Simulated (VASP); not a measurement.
Runs of VASP 6.6.1 on Ta. The structure is that of space group Fd-3m (No. 227), or close to it. The cells are those of the table. 

```tsv
cell	smearing	gap on the mesh (eV)	pressure (GPa)
a = 3.812 Å, angles 60.0°, 2 atoms	fermi-dirac 0.08 eV	none	39.9
a = 4.124 Å, angles 60.0°, 2 atoms	fermi-dirac 0.08 eV	none	4.8
a = 3.437 Å, angles 60.0°, 2 atoms	fermi-dirac 0.08 eV	none	166.9
a = 3.974 Å, angles 60.0°, 2 atoms	fermi-dirac 0.08 eV	none	(b)
a = 4.195 Å, angles 60.0°, 2 atoms	methfessel-paxton 0.05 eV	none	0.3
a = 3.091 Å, angles 60.0°, 2 atoms	fermi-dirac 0.08 eV	none	533.5
a = 4.195 Å, angles 60.0°, 2 atoms	fermi-dirac 0.08 eV	none	0.3
a = 3.215 Å, angles 60.0°, 2 atoms	fermi-dirac 0.08 eV	none	352.5
a = 3.634 Å, angles 60.0°, 2 atoms	fermi-dirac 0.08 eV	none	(a)
```

Alike in all rows: task single point; level LDA; potentials or basis VASP PAW LDA potentials, release 64 (Ta_pv); no spin polarisation; k mesh 13 × 13 × 13; cutoff (eV) 520.

Question: Fill in the values left out.

Answer: (a) 82.4; (b) 17.8.

Caveats: spin-orbit coupling is left out, which moves the levels of the heavy elements.

A k mesh can miss the band edges, and the runs leave out spin-orbit coupling on Ta.

A gap of «none» marks levels without a gap at the run's occupations.
